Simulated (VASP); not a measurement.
Set up this calculation in VASP 6.6.1, as the native input.

```
Task                   : single point
Functional             : revPBE
Potentials or basis    : VASP PAW PBE potentials, release 64 (Cr_pv)
Cutoff                 : 520 eV
k mesh                 : 18 × 18 × 18
Occupations            : fermi-dirac, width 0.05 eV
Spin                   : collinear spin, antiferromagnetic start
Starting moments       : [1.276, -1.276] μB
Dipole correction      : no
Further INCAR settings : ALGO = Normal; EDIFF = 1e-07; NBANDS = 23
```

The structure of Cr lies in POSCAR:

```
Cr
1.0
    2.8917791074      0.0000000000      0.0000000000
    0.0000000000      2.8917791074      0.0000000000
    0.0000000000      0.0000000000      2.8917791074
Cr
2
Direct
    0.0000000000      0.0000000000      0.0000000000
    0.5000000000      0.5000000000      0.5000000000
```

One way to write it, as run:

INCAR

```
PREC = Accurate
ENCUT = 520
EDIFF = 1E-7
ISMEAR = -1
SIGMA = 0.05
LREAL = False
LASPH = True
NELM = 150
ALGO = Normal
ISIF = 2
LWAVE = False
LCHARG = False
ISPIN = 2
MAGMOM = 1.276 -1.276
LORBIT = 11
LMAXMIX = 4
GGA = RE
NBANDS = 23
```

KPOINTS

```
Automatic mesh
0
Gamma
  18 18 18
```

Potentials or basis: VASP PAW PBE potentials, release 64 (Cr_pv).

Run with:

```console
$ cat potpaw_PBE.64/Cr_pv/POTCAR > POTCAR
$ mpirun -np 1 vasp_std > vasp.out
```

Results of the run:

```json
{"Pressure": "0.3 GPa", "Band gap on the k mesh": "zero (filled and empty bands overlap)", "Net moment": "0.00 μB per cell", "Site moments": "Cr +1.40, -1.40 μB", "Valence electrons inside the program's atomic spheres": "Cr 10.97"}
```

Caveat: the PAW data sets were made with another functional, which shifts forces and pressure a little.

Wall time 4.7 min on 1 thread of Intel Xeon 8259CL, with other jobs on the host, peak memory 0.28 GiB.
